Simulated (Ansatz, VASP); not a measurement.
## KBr in VASP and in Ansatz

File INCAR:

```
ALGO = Normal
EDIFF = 1E-6
ENCUT = 520
GGA = PE
ISIF = 2
ISMEAR = -1
LASPH = T
LCHARG = F
LREAL = F
LWAVE = F
NBANDS = 24
NELM = 100
PREC = Accurate
SIGMA = 0.02
```

Contents of KPOINTS:

```
k-points
0
Gamma
  6 6 4
```

POSCAR

```
KBr
1.0
    5.7590458888      0.0000000000      0.0000000000
   -2.8795229444      4.8658341866      0.0000000000
    0.0000000000      0.0000000000      6.5538300477
K Br
2 2
Direct
    0.3314544287      0.6629088574     -0.0625000000
    0.6685455713      0.3370911426      0.4375000000
    0.3312480962      0.6624961923      0.4375000000
    0.6687519038      0.3375038077      0.9375000000
```

Input for Ansatz:

```yaml
crystal:
  lattice:
    - [5.7590458888, 0.0, 0.0]
    - [-2.8795229444, 4.8658341866, 0.0]
    - [0.0, 0.0, 6.5538300477]
  atoms:
    - { symbol: K, position: [0.3314544287, 0.6629088574, -0.0625] }
    - { symbol: K, position: [0.6685455713, 0.3370911426, 0.4375] }
    - { symbol: Br, position: [0.3312480962, 0.6624961923, 0.4375] }
    - { symbol: Br, position: [0.6687519038, 0.3375038077, 0.9375] }
kpoints:
  mp_grid: { grid: [6, 6, 4] }
  band_path:
    path:
      - [0.0, 0.0, 0.0]
      - [0.5, 0.0, 0.0]
      - [0.3333333333, 0.3333333333, 0.0]
      - [0.0, 0.0, 0.5]
      - [0.5, 0.0, 0.5]
      - [0.3333333333, 0.3333333333, 0.5]
    npoints: 1
hamiltonian:
  xc: pbe
scf:
  occupations: { method: fermi_dirac, width: 0.02 }
  n_extra_bands: 5
output:
  forces: true
  stress: true
  eigenvalues: true
```

Change from the starting cell: uniaxial_x strain +2.5%.

Alike in both runs: task single point; functional PBE; k mesh 6 × 6 × 4; occupations fermi-dirac, width 0.02 eV; no spin polarisation.

```csv
,VASP,Ansatz
version,VASP 6.6.1,Ansatz 0.2.0
potentials or method,"VASP PAW PBE potentials, release 64 (K_sv, Br)","plane waves, PAW"
plane-wave cutoff (eV),520,420
valence electrons in the cell,32,32
```

```csv
,VASP,Ansatz,Ansatz less VASP
gap on the k mesh at the Fermi level (eV),4.15,4.15,+0.001
pressure (GPa),0.1,0.1,-0.02
"traceless stress, the component that is largest in VASP (GPa)",0.26,0.25,-0.008
```

The functional is the same, so the differences come from potentials, cutoffs and numerics.
